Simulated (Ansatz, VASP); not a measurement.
Two plane-wave programs on P

```
P
1.0
     4.26125    0.00000    0.00000
     0.00000    4.26125    0.00000
     0.00000    0.00000    3.82909
P
4
Direct
  0.50000 0.50000 0.00000
  0.00000 0.00000 0.00000
  0.00000 0.50000 0.78207
  0.50000 0.00000 0.21793
```

Alike in both runs: functional PBEsol; k mesh 4 × 4 × 4; occupations gaussian, width 0.02 eV; no spin polarisation.

Ansatz relaxed the structure, and its values are those at the end. VASP's run is a single point on that final structure, the one shown.

|  | VASP | Ansatz |
| --- | --- | --- |
| version | VASP 6.6.1 | Ansatz 0.2.0 |
| potentials or method | VASP PAW PBE potentials, release 64 (P), cutoff 520 eV | scalar-relativistic, plane waves, PAW |
| valence electrons in the cell | 20 | 20 |

```tsv
	VASP	Ansatz	Ansatz less VASP
gap on the k mesh at the Fermi level (eV)	none	none	-
pressure (GPa)	0.0	0.0	+0.01
rms of the force components (eV/Å)	0.006	0.001	-0.0052
```

VASP's potentials were made for PBE, not for PBEsol. A gap of «none» marks a metal or a gap that the smearing closes. With one functional, cell and mesh, what is left measures potentials, basis and numerics.

The k mesh is coarse, so the values compare programs but aren't converged.
